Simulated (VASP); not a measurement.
# Si (P2_1/m) in VASP: single point with LDA

Aim: the single point of Si with LDA.

Program: VASP 6.6.1. These are calculated values, not measurements. Logs are shortened: lines on timing, memory, paths and dates and some standing lists are left out, and cuts for length are marked.

**1. The cell of the first run**

It takes space group P2_1/m (No. 11, monoclinic). The conventional cell has a = 2.651 Å, b = 4.542 Å, c = 9.218 Å, α = 90.00°, β = 94.95°, γ = 90.00°. Si (site symmetry m) has 12 Si at 2.36 to 3.13 Å within 3.2 Å. Si (site symmetry m) has 14 Si at 2.36 to 3.31 Å within 3.4 Å. Within 3.5 Å of Si (site symmetry m) lie 12 Si at 2.65 to 2.74 Å. Within 3.5 Å of Si (site symmetry m) lie 12 Si at 2.65 to 2.74 Å.

**2. Single point, LDA (the part above a cut slid along it)**

File INCAR:

```
ALGO     = Fast           # electronic algorithm
EDIFF    = 1E-7           # SCF threshold, eV
ENCUT    = 520            # plane-wave cutoff, eV
GGA      = CA             # functional
ISIF     = 2              # what is computed and relaxed
ISMEAR   = 0              # smearing method
LASPH    = T              # aspherical terms in the spheres
LCHARG   = T              # write CHGCAR
LELF     = T              # ELF
LREAL    = F              # projectors in reciprocal space
LVHAR    = T            
LWAVE    = F              # write WAVECAR
NBANDS   = 26             # bands
NELM     = 100            # most SCF steps
PREC     = Accurate       # precision mode
SIGMA    = 0.15           # smearing width, eV
```

File KPOINTS:

```
k-points
0
Gamma
  22 13 7
```

File POSCAR:

```
Si
1.0
    1.3255333431     -2.2958910974      0.0000000000
    0.0000000000      0.0000000000     -4.5417424135
    8.3508600616      3.9030148655      0.0000000000
Si
8
Direct
    0.2500000000      0.7500000000      0.8333333333
   -0.0250000000      0.7500000000      0.0833333333
    0.4000000000      0.7500000000      0.3333333333
   -0.1750000000      0.7500000000      0.5833333333
   -0.2750000000      0.2500000000      0.9166666667
    0.4500000000      0.2500000000      0.1666666667
   -0.1250000000      0.2500000000      0.4166666667
    0.3000000000      0.2500000000      0.6666666667
```

Potentials or basis: VASP PAW LDA potentials, release 64 (Si).

Started as:

```
cat potpaw_LDA.64/Si/POTCAR > POTCAR
mpirun -np 1 vasp_std > vasp.out
```

OUTCAR:

```text
EDIFF = 1E-7
   ENCUT = 520
   GGA = CA
   ISIF = 2
   ISMEAR = 0
   LASPH = T
   LREAL = F
   NELM = 100
   PREC = Accurate

 ion  position               nearest neighbor table
   1  0.250  0.750  0.833-   2 2.36   4 2.65   4 2.65   8 2.74   8 2.74   5 2.74   5 2.74   5 2.74
                             5 2.74   2 3.13
   2  0.975  0.750  0.083-   1 2.36   3 2.65   3 2.65   6 2.74   6 2.74   6 2.74   6 2.74   5 2.85
                             5 2.85   1 3.13
   3  0.400  0.750  0.333-   4 2.65   2 2.65   2 2.65   4 2.65   6 2.74   6 2.74   7 2.74   7 2.74
                             7 2.74   7 2.74
   4  0.825  0.750  0.583-   3 2.65   1 2.65   1 2.65   3 2.65   7 2.74   7 2.74   8 2.74   8 2.74
                             8 2.74   8 2.74
   5  0.725  0.250  0.917-   6 2.36   8 2.65   8 2.65   1 2.74   1 2.74   1 2.74   1 2.74   2 2.85
                             2 2.85   6 3.13
   6  0.450  0.250  0.167-   5 2.36   7 2.65   7 2.65   3 2.74   3 2.74   2 2.74   2 2.74   2 2.74
                             2 2.74   5 3.13
   7  0.875  0.250  0.417-   6 2.65   8 2.65   8 2.65   6 2.65   4 2.74   4 2.74   3 2.74   3 2.74
                             3 2.74   3 2.74
   8  0.300  0.250  0.667-   5 2.65   7 2.65   7 2.65   5 2.65   1 2.74   1 2.74   4 2.74   4 2.74
                             4 2.74   4 2.74

  LATTYP: Found a simple monoclinic cell.
 ALAT       =     2.6510666862
 B/A-ratio  =     1.7131754690
 C/A-ratio  =     3.4770677301
 COS(beta)  =    -0.0862795963

  Lattice vectors:

 A1 = (   1.3255333431,  -2.2958910974,   0.0000000000)
 A2 = (   0.0000000000,   0.0000000000,   4.5417424135)
 A3 = (  -8.3508600616,  -3.9030148655,   0.0000000000)

Analysis of symmetry for initial positions (statically):
=====================================================================
 Subroutine PRICEL returns:
 Original cell was already a primitive cell.

 Routine SETGRP: Setting up the symmetry group for a
 simple monoclinic supercell.

 Subroutine GETGRP returns: Found  4 space group operations
 (whereof  1 operations were pure point group operations)
 out of a pool of  4 trial point group operations.

The static configuration has the point symmetry C_1 .
 The point group associated with its full space group is C_2h.

Analysis of symmetry for dynamics (positions and initial velocities):
=====================================================================
 Subroutine PRICEL returns:
 Original cell was already a primitive cell.

 Routine SETGRP: Setting up the symmetry group for a
[... 119 lines left out ...]
   EDIFF  = 0.1E-06   stopping-criterion for ELM
   LREAL  =      F    real-space projection
   EDIFFG = 0.1E-05   stopping-criterion for IOM
   NSW    =      0    number of steps for IOM
   IBRION =     -1    ionic relax: 0-MD 1-quasi-New 2-CG
   NFREE  =      0    steps in history (QN), initial steepest desc. (CG)
   ISIF   =      2    stress and relaxation
   ISYM   =      2    0-nonsym 1-usesym 2-fastsym
   POTIM  = 0.5000    time-step for ionic-motion
   TEBEG  =    0.0;   TEEND  =   0.0 temperature during run
   PSTRESS=    0.0 pullay stress
   NELECT =      32.0000    total number of electrons
   NUPDOWN=      -1.0000    fix difference up-down
   EMIN   =  10.00;   EMAX   =-10.00  energy-range for DOS
   EFERMI =   0.00;   METHOD = LEGACY
   ISMEAR =     0;   SIGMA  =   0.15  broadening in eV -4-tet -1-fermi 0-gaus
   EFERMI_NEDOS =   21; number of points for ismear=-14 and -15
   IALGO  =     68    algorithm
   IMIX   =      4    mixing-type and parameters
     AMIX     =   0.40;   BMIX     =  1.00
     AMIX_MAG =   1.60;   BMIX_MAG =  1.00
  volume/ion in A,a.u.               =      13.82        93.27
  Fermi-wavevector in a.u.,A,eV,Ry     =   1.082863  2.046314 15.954074  1.172591
  Thomas-Fermi vector in A             =   2.218915
   LORBIT       =      0    0 simple, 1 ext, 2 COOP (PROOUT), +10 PAW based schemes
   GGA     = CA    functional components
   LHFCALC =     F    Hartree Fock is set to
   AEXX    =    0.0000 exact exchange contribution
   IVDW    =     0    specifies the selected vdW correction
   LEPSILON=     F    determine dielectric tensor
   LRPA    =     F    only Hartree local field effects (RPA)
 non-spin polarized calculation
 RMM-DIIS sequential band-by-band and
 Gauss-broadening in eV      SIGMA  =   0.15
  energy-cutoff  :      520.00
  volume of cell :      110.57
 maximum number of plane-waves:      3010
   NGX =  9   NGY = 17   NGZ = 35

 number of electron      32.0000003 magnetization

 Free energy of the ion-electron system (eV)
  ---------------------------------------------------
  ext. energy  EPLUGINS =         0.00000000
  ---------------------------------------------------
  free energy    TOTEN  =       -44.24760846 eV

  energy without entropy =      -44.20953799  energy(sigma->0) =      -44.22857322

 E-fermi :  10.7290     XC(G=0): -11.4426

 val. band max:       10.7288935168   @ k =   0.1364   0.4615   0.1429
 cond. band min:      10.7308026740   @ k =   0.1364   0.0000   0.2857
 fundamental gap:      0.0019091572
 Fermi energy:        10.7290120028

 k-point     1 :       0.0000    0.0000    0.0000
  band No.  band energies     occupation
      1      -4.0905      2.00000
      2      -2.3805      2.00000
      3      -2.3782      2.00000
      4       2.3094      2.00000
      5       2.4115      2.00000
      6       2.9316      2.00000
[... 685 lines left out ...]
     25      13.3319      0.00000
     26      13.6622      0.00000

 [... further k-points ...]
[... 5 lines left out ...]
  --------------------------------------------------------------------------------------
  -------------------------------------------------------------------------------------
  Total        1.6637512      1.1953247     -0.0733125      1.6302597      0.0000000      0.0000000
  in kB       24.1070765     17.3197674     -1.0622680     23.6217976      0.0000000      0.0000000
  external PRESSURE =      13.4548586 kB  Pullay stress =       0.0000000 kB

 VOLUME and BASIS-vectors are now :
 -----------------------------------------------------------------------------
  energy-cutoff  :      520.00
  volume of cell :      110.57
      direct lattice vectors                 reciprocal lattice vectors
     1.325533343 -2.295891097  0.000000000     0.160312829 -0.343004074  0.000000000
     0.000000000  0.000000000 -4.541742413     0.000000000  0.000000000 -0.220179814
     8.350860062  3.903014865  0.000000000     0.094301664  0.054445091  0.000000000

 POSITION                                       TOTAL-FORCE (eV/Angst)
 -----------------------------------------------------------------------------------
      7.29043      2.67854     -3.40631        -0.392434     -0.302819     -0.000000
      1.98830     -1.91324     -3.40631         0.642937      0.493887     -0.000000
      3.31383      0.38265     -3.40631         0.031082      0.024535     -0.000000
      5.96490      0.38265     -3.40631        -0.007495     -0.075003      0.000000
      8.61597      1.91324     -1.13544        -0.642937     -0.493887      0.000000
      1.98830     -0.38265     -1.13544         0.392434      0.302819     -0.000000
      4.63937     -0.38265     -1.13544         0.007495      0.075003     -0.000000
      5.96490      1.91324     -1.13544        -0.031082     -0.024535     -0.000000
 -----------------------------------------------------------------------------------
    total drift:                               -0.000000      0.000000      0.000000

  FREE ENERGIE OF THE ION-ELECTRON SYSTEM (eV)
  ---------------------------------------------------
  free  energy   TOTEN  =       -44.2476084586 eV

  energy  without entropy=      -44.2095379910  energy(sigma->0) =      -44.22857322
```

OSZICAR:

```text
N       E                     dE             d eps       ncg     rms          rms(c)
DAV:   1     0.534770660875E+02    0.53477E+02   -0.12778E+04 28392   0.106E+03
DAV:   2    -0.398122655717E+02   -0.93289E+02   -0.87894E+02 34840   0.153E+02
DAV:   3    -0.444095964272E+02   -0.45973E+01   -0.44531E+01 37746   0.282E+01
DAV:   4    -0.444697157690E+02   -0.60119E-01   -0.59820E-01 35126   0.365E+00
DAV:   5    -0.444703040987E+02   -0.58833E-03   -0.58753E-03 37086   0.342E-01    0.872E+00
RMM:   6    -0.443228815694E+02    0.14742E+00   -0.53594E-02 29028   0.840E-01    0.495E+00
RMM:   7    -0.442514196866E+02    0.71462E-01   -0.81686E-02 30290   0.112E+00    0.298E-01
RMM:   8    -0.442479035583E+02    0.35161E-02   -0.88831E-03 32551   0.449E-01    0.303E-01
RMM:   9    -0.442477528104E+02    0.15075E-03   -0.11545E-03 34085   0.169E-01    0.120E-01
RMM:  10    -0.442476036554E+02    0.14915E-03   -0.32030E-04 33923   0.799E-02    0.476E-02
RMM:  11    -0.442476077740E+02   -0.41186E-05   -0.51839E-05 35667   0.350E-02    0.132E-02
RMM:  12    -0.442476083913E+02   -0.61729E-06   -0.83527E-06 35253   0.129E-02    0.389E-03
RMM:  13    -0.442476084297E+02   -0.38396E-07   -0.15310E-06 34560   0.526E-03    0.206E-03
RMM:  14    -0.442476084586E+02   -0.28848E-07   -0.44501E-07 26016   0.246E-03
   1 F= -.44247608E+02 E0= -.44228573E+02  d E =-.380705E-01
```

Wall time 33 min (1 thread of Oxide Virtual Turin-like, shared host); peak memory 0.92 GiB.

Results:

- Free energy: -44.2476 eV
- Pressure: 1.3 GPa
- Largest force: 0.811 eV/Å
- Band gap on the k mesh: zero (bands 16 and 17 overlap by 4.98 eV)

Forces in eV/Å, atoms in the order of the input:
```
Si  -0.392 -0.303  0.000
Si   0.643  0.494  0.000
Si   0.031  0.025  0.000
Si  -0.007 -0.075  0.000
Si  -0.643 -0.494  0.000
Si   0.392  0.303  0.000
Si   0.007  0.075  0.000
Si  -0.031 -0.025  0.000
```

Levels at points of the mesh, in eV from the Fermi level:
| k point | band 12 | band 13 | band 14 | band 15 | band 16 | band 17 | band 18 | band 19 | band 20 | band 21 |
| --- | --- | --- | --- | --- | --- | --- | --- | --- | --- | --- |
| (0.00, 0.00, 0.00) | -2.12 | -1.61 | -1.57 | -0.02 | 0.07 | 0.08 | 4.17 | 4.63 | 5.31 | 5.68 |
| (0.50, 0.00, 0.00) | -2.53 | -2.38 | -2.35 | -2.06 | -1.96 | -1.91 | -1.47 | -0.92 | -0.85 | -0.62 |

Caveat: the cell differs from its parent crystal (the part above a cut slid along it).
